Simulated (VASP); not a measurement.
A run of VASP 6.6.1 is set up as follows.

The input INCAR:

```
AGGAC = 1.0
AGGAX = 1.0
ALDAC = 0.0
ALDAX = 1.0
ALGO = Normal
EDIFF = 1E-7
ENCUT = 520
GGA = B5
ISIF = 2
ISMEAR = -1
LASPH = T
LCHARG = T
LELF = T
LREAL = F
LVHAR = T
LWAVE = F
NBANDS = 9
NELM = 80
PREC = Accurate
SIGMA = 0.05
```

KPOINTS

```
k-points
0
Gamma
  6 6 3
```

The input POSCAR:

```
Mg
1.0
    3.2093000000      0.0000000000      0.0000000000
   -1.6046500000      2.7793353284      0.0000000000
    0.0000000000      0.0000000000      5.2103000000
Mg
2
Direct
    0.6666666667      0.3333333333      0.7500000000
    0.3333333333      0.6666666667      0.2500000000
```

Potentials or basis: VASP PAW PBE potentials, release 64 (Mg).

The run is started by

```sh
$ cat potpaw_PBE.64/Mg/POTCAR > POTCAR
$ mpirun -np 1 vasp_std > vasp.out
```

Predict the pressure.

0.3 GPa.

What does it give for the band gap on the k mesh?

Zero (band 2 reaches 3.40 eV, above the bottom of band 3 at 1.70 eV).

Stress tensor (GPa, compression positive):
```
 0.56  0.00  0.00
 0.00  0.56  0.00
 0.00  0.00 -0.12
```

Caveat: the k points lie up to 0.40 Å⁻¹ apart; the PAW data sets were made with another functional, which shifts forces and pressure a little.
